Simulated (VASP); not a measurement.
# Se (Fm-3m) in VASP: notebook, part 2 of 2

VASP 6.6.1. The steps go on from the part before.

## (4) Single point, r2SCAN

This run uses another cell than the first one, of 20.44 Å³/atom.

POSCAR reads:

```
Se
1.0
    0.0000000000      2.1702437289      2.1702437289
    2.1702437289      0.0000000000      2.1702437289
    2.1702437289      2.1702437289      0.0000000000
Se
1
Direct
    0.0000000000      0.0000000000      0.0000000000
```

INCAR.step1 reads:

```
ALGO = Normal
EDIFF = 1E-5
ENCUT = 550
GGA = PE
GGA_COMPAT = F
ISMEAR = -1
LASPH = T
LCHARG = F
LREAL = F
LWAVE = T
NBANDS = 9
NELM = 120
PREC = Accurate
SIGMA = 0.1
```

INCAR.step2 reads:

```
ALGO = Normal
EDIFF = 1E-6
ENCUT = 550
GGA_COMPAT = F
ISIF = 2
ISMEAR = -1
ISTART = 1
LASPH = T
LCHARG = F
LMIXTAU = T
LREAL = F
LWAVE = F
METAGGA = R2SCAN
NBANDS = 9
NELM = 120
PREC = Accurate
SIGMA = 0.1
```

KPOINTS reads:

```
k-points
0
Gamma
  6 6 6
```

Potentials or basis: VASP PAW PBE potentials, release 64 (Se).

The run is started by

```
cat potpaw_PBE.64/Se/POTCAR > POTCAR
cp INCAR.step1 INCAR
mpirun -np 1 vasp_std > vasp.out
cp INCAR.step2 INCAR
mpirun -np 1 vasp_std > vasp.out
```

OUTCAR:

```text
EDIFF = 1E-6
   ENCUT = 550
   ISIF = 2
   ISMEAR = -1
   ISTART = 1
   LASPH = T
   LREAL = F
   METAGGA = R2SCAN
   NELM = 120
   PREC = Accurate

 ion  position               nearest neighbor table
   1  0.000  0.000  0.000-

  LATTYP: Found a face centered cubic cell.
 ALAT       =     4.3404874578

  Lattice vectors:

 A1 = (   0.0000000000,   2.1702437289,   2.1702437289)
[... 358 lines left out ...]
      5      13.8250      0.00000
      6      15.2806      0.00000
      7      22.3638      0.00000
      8      22.4221      0.00000
      9      30.3506      0.00000

------------------------ aborting loop because EDIFF is reached ----------------------------------------

  FORCE on cell =-STRESS in cart. coord.  units (eV):
  Direction    XX          YY          ZZ          XY          YZ          ZX
  --------------------------------------------------------------------------------------
  -------------------------------------------------------------------------------------
  Total       -0.0188843     -0.0188843     -0.0188843     -0.0000000     -0.0000000      0.0000000
  in kB       -1.4799770     -1.4799770     -1.4799770     -0.0000000     -0.0000000      0.0000000
  external PRESSURE =      -1.4799770 kB  Pullay stress =       0.0000000 kB

 VOLUME and BASIS-vectors are now :
 -----------------------------------------------------------------------------
  energy-cutoff  :      550.00
  volume of cell :       20.44
      direct lattice vectors                 reciprocal lattice vectors
     0.000000000  2.170243729  2.170243729    -0.230388870  0.230388870  0.230388870
     2.170243729  0.000000000  2.170243729     0.230388870 -0.230388870  0.230388870
     2.170243729  2.170243729  0.000000000     0.230388870  0.230388870 -0.230388870

 POSITION                                       TOTAL-FORCE (eV/Angst)
 -----------------------------------------------------------------------------------
      0.00000      0.00000      0.00000         0.000000     -0.000000      0.000000
 -----------------------------------------------------------------------------------
    total drift:                                0.000000     -0.000000     -0.000000

  FREE ENERGIE OF THE ION-ELECTRON SYSTEM (eV)
  ---------------------------------------------------
  free  energy   TOTEN  =       -13.3878734925 eV

  energy  without entropy=      -13.3525229020  energy(sigma->0) =      -13.37019820
```

OUTCAR.step1:

```text
EDIFF = 1E-5
   ENCUT = 550
   GGA = PE
   ISMEAR = -1
   LASPH = T
   LREAL = F
[... 394 lines left out ...]

 POSITION                                       TOTAL-FORCE (eV/Angst)
 -----------------------------------------------------------------------------------
      0.00000      0.00000      0.00000         0.000000     -0.000000     -0.000000
 -----------------------------------------------------------------------------------
    total drift:                                0.000000     -0.000000     -0.000000

  FREE ENERGIE OF THE ION-ELECTRON SYSTEM (eV)
  ---------------------------------------------------
  free  energy   TOTEN  =        -2.7545327561 eV

  energy  without entropy=       -2.7162420209  energy(sigma->0) =       -2.73538739
```

Run time: 17 s. Hardware: 1 thread of Intel Xeon Platinum 8259CL at 2.50GHz (Skylake/Cascade Lake), shared host; peak memory 0.14 GiB.

Results:

```
Free energy            : -13.3879 eV
Pressure               : -0.1 GPa
Band gap on the k mesh : zero (bands 3 and 4 overlap by 5.08 eV)
```

Caveat: the k points lie up to 0.42 Å⁻¹ apart, too coarse for converged energies and pressures of a metal; the PAW data sets were made with another functional, which shifts forces and pressure a little.

## (5) Single point, r2SCAN0

This run uses another cell than the first one, of 20.44 Å³/atom.

POSCAR is that of step 4.

INCAR.step1 reads:

```
PREC = Accurate ; ENCUT = 440
EDIFF = 1E-5 ; ISMEAR = -1
SIGMA = 0.1 ; LREAL = F
LASPH = T ; NELM = 120
ALGO = Normal ; ISIF = 2
LWAVE = T ; LCHARG = F
GGA = PE ; NBANDS = 9
GGA_COMPAT = F
```

INCAR.step2 reads:

```
PREC = Accurate ; ENCUT = 440
EDIFF = 1E-6 ; ISMEAR = -1
SIGMA = 0.1 ; LREAL = F
LASPH = T ; NELM = 120
ALGO = Normal ; ISIF = 2
LWAVE = F ; LCHARG = F
METAGGA = R2SCAN ; LHFCALC = T
AEXX = 0.25 ; LMIXTAU = T
PRECFOCK = Normal ; ISTART = 1
NBANDS = 9 ; GGA_COMPAT = F
```

KPOINTS reads:

```
regular mesh
0
Gamma
  6 6 6
```

Potentials or basis: VASP PAW PBE potentials, release 64 (Se).

The run is started by

```
cat potpaw_PBE.64/Se/POTCAR > POTCAR
cp INCAR.step1 INCAR
mpirun -np 1 vasp_std > vasp.out
cp INCAR.step2 INCAR
mpirun -np 1 vasp_std > vasp.out
```

OUTCAR:

```text
PREC = Accurate
   ENCUT = 440
   EDIFF = 1E-6
   ISMEAR = -1
   LREAL = F
   LASPH = T
   NELM = 120
   ISIF = 2
   METAGGA = R2SCAN
   LHFCALC = T
   AEXX = 0.25
   PRECFOCK = Normal
   ISTART = 1

 ion  position               nearest neighbor table
   1  0.000  0.000  0.000-

  LATTYP: Found a face centered cubic cell.
 ALAT       =     4.3404874578

[... 369 lines left out ...]
      4       2.3663      2.00000
      5      14.5881      0.00000
      6      16.0906      0.00000
      7      23.4414      0.00000
      8      23.4538      0.00000
      9      31.6751      0.00000

------------------------ aborting loop because EDIFF is reached ----------------------------------------

  FORCE on cell =-STRESS in cart. coord.  units (eV):
  Direction    XX          YY          ZZ          XY          YZ          ZX
  --------------------------------------------------------------------------------------
  -------------------------------------------------------------------------------------
  Total       -0.5794411     -0.5794411     -0.5794411      0.0000000      0.0000000      0.0000000
  in kB      -45.4113421    -45.4113421    -45.4113421      0.0000000      0.0000000      0.0000000
  external PRESSURE =     -45.4113421 kB  Pullay stress =       0.0000000 kB

 VOLUME and BASIS-vectors are now :
 -----------------------------------------------------------------------------
  energy-cutoff  :      440.00
  volume of cell :       20.44
      direct lattice vectors                 reciprocal lattice vectors
     0.000000000  2.170243729  2.170243729    -0.230388870  0.230388870  0.230388870
     2.170243729  0.000000000  2.170243729     0.230388870 -0.230388870  0.230388870
     2.170243729  2.170243729  0.000000000     0.230388870  0.230388870 -0.230388870

 POSITION                                       TOTAL-FORCE (eV/Angst)
 -----------------------------------------------------------------------------------
      0.00000      0.00000      0.00000         0.000000      0.000000     -0.000000
 -----------------------------------------------------------------------------------
    total drift:                                0.000000      0.000000      0.000000

  FREE ENERGIE OF THE ION-ELECTRON SYSTEM (eV)
  ---------------------------------------------------
  free  energy   TOTEN  =       -11.9731469747 eV

  energy  without entropy=      -11.9632147743  energy(sigma->0) =      -11.96818087
```

OUTCAR.step1:

```text
PREC = Accurate
   ENCUT = 440
   EDIFF = 1E-5
   ISMEAR = -1
   LREAL = F
[... 397 lines left out ...]

 POSITION                                       TOTAL-FORCE (eV/Angst)
 -----------------------------------------------------------------------------------
      0.00000      0.00000      0.00000         0.000000      0.000000      0.000000
 -----------------------------------------------------------------------------------
    total drift:                               -0.000000     -0.000000      0.000000

  FREE ENERGIE OF THE ION-ELECTRON SYSTEM (eV)
  ---------------------------------------------------
  free  energy   TOTEN  =        -2.7544104264 eV

  energy  without entropy=       -2.7161212317  energy(sigma->0) =       -2.73526583
```

Run time: 6.4 min. Hardware: 1 thread of AMD EPYC, shared host; peak memory 0.11 GiB.

What came out:

| Property | Result |
| --- | --- |
| Free energy | -11.9731 eV |
| Pressure | -4.5 GPa |
| Band gap on the k mesh | zero (bands 3 and 4 overlap by 6.67 eV) |

Levels at points of the mesh, in eV from the Fermi level:
| k point | band 1 | band 2 | band 3 | band 4 | band 5 | band 6 | band 7 |
| --- | --- | --- | --- | --- | --- | --- | --- |
| (0.00, 0.00, 0.00) | -18.71 | 4.03 | 4.03 | 4.03 | 13.09 | 13.68 | 13.68 |
| (0.50, 0.00, 0.00) | -15.06 | -8.18 | 2.40 | 2.40 | 10.04 | 12.74 | 12.74 |
| (0.50, 0.50, 0.00) | -13.61 | -7.21 | -1.46 | -1.46 | 6.27 | 7.17 | 25.03 |

Caveat: the k points lie up to 0.42 Å⁻¹ apart, too coarse for converged energies and pressures of a metal; the PAW data sets were made with another functional, which shifts forces and pressure a little.

## (6) Overview

| task | level | spin | cell | k mesh | cutoff (eV) | grid for exact exchange (PRECFOCK) | share of exact exchange | gap on the mesh (eV) | pressure (GPa) |
| --- | --- | --- | --- | --- | --- | --- | --- | --- | --- |
| relaxation of cell and atoms | r2SCAN | off | relaxed from a = 3.136 Å, angles 60.0°, 1 atom | 12 × 12 × 12 | 600 | - | - | none | 0.0 |
| single point | r2SCAN | non-collinear, zero start, SOC | a = 3.069 Å, angles 60.0°, 1 atom | 12 × 12 × 12 | 520 | - | - | - | 0.0 |
| single point | r2SCAN | off | a = 3.069 Å, angles 60.0°, 1 atom | 6 × 6 × 6 | 550 | - | - | none | -0.1 |
| single point | r2SCAN0 | off | a = 3.069 Å, angles 60.0°, 1 atom | 6 × 6 × 6 | 440 | Normal | 0.25 | none | -4.5 |

Alike in all rows: potentials or basis VASP PAW PBE potentials, release 64 (Se); smearing fermi-dirac 0.1 eV.

Caveats: some runs use coarse meshes; the PAW data sets were made with another functional, which shifts forces and pressure a little.

Absolute energies hang on the potentials; compare differences alone.
